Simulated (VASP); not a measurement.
Runs of VASP 6.6.1 on BN. The structure is that of space group P6_3/mmc (No. 194), or close to it. The cells are those of the table. 

```csv
cell,gap on the mesh (eV),pressure (GPa)
"a = 2.542, b = 2.542, c = 6.631 Å, angles 90.0, 90.0, 120.0°, 4 atoms",(a),(c)
"a = 2.458, b = 2.458, c = 6.413 Å, angles 90.0, 90.0, 120.0°, 4 atoms",4.31,(b)
"a = 2.501, b = 2.501, c = 6.524 Å, angles 90.0, 90.0, 120.0°, 4 atoms",4.26,4.7
"a = 2.414, b = 2.414, c = 6.299 Å, angles 90.0, 90.0, 120.0°, 4 atoms",4.37,37.3
"a = 2.581, b = 2.581, c = 6.734 Å, angles 90.0, 90.0, 120.0°, 4 atoms",4.14,-16.0
```

Alike in all rows: task single point; level PBE; potentials or basis VASP PAW PBE potentials, release 64 (B, N); no spin polarisation; k mesh 6 × 6 × 2; cutoff (eV) 520; smearing gaussian 0.01 eV.

Fill in the values left out.

(a) 4.20; (b) 19.2; (c) -6.8.

Caveats: all runs use coarse meshes; this functional lacks dispersion, which binds the layers, so the pressure and a relaxed spacing across them are unreliable (some runs).

A k mesh can miss the band edges.
